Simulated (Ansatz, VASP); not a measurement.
**One calculation of Mo, two programs**

```xyz
1
Lattice="-1.6338 1.6338 1.4453 1.6338 -1.6338 1.4453 1.6338 1.6338 -1.4453" Properties=species:S:1:pos:R:3 pbc="T T T"
Mo    0.0000    0.0000    0.0000
```

Change from the starting cell: strain +0.040 along x and y, -0.080 along z, atoms carried along.

Alike in both runs: task single point; functional PBE; k mesh 22 × 22 × 22; occupations gaussian, width 0.15 eV; no spin polarisation.

|  | VASP | Ansatz |
| --- | --- | --- |
| version | VASP 6.6.1 | Ansatz 0.2.0 |
| potentials or method | VASP PAW PBE potentials, release 64 (Mo_sv), cutoff 520 eV | scalar-relativistic, plane waves, PAW |
| valence electrons in the cell | 14 | 14 |

Ansatz gave:

```
gap on the k mesh at the Fermi level (eV)                     : none
pressure (GPa)                                                : 8.2
traceless stress, the component that is largest in VASP (GPa) : 22.91
```

Q: Which values does VASP return?

A: gap on the k mesh at the Fermi level (eV): none; pressure (GPa): 8.7; traceless stress, the component that is largest in VASP (GPa): 22.92.

A gap of «none» marks a metal or a gap that the smearing closes.
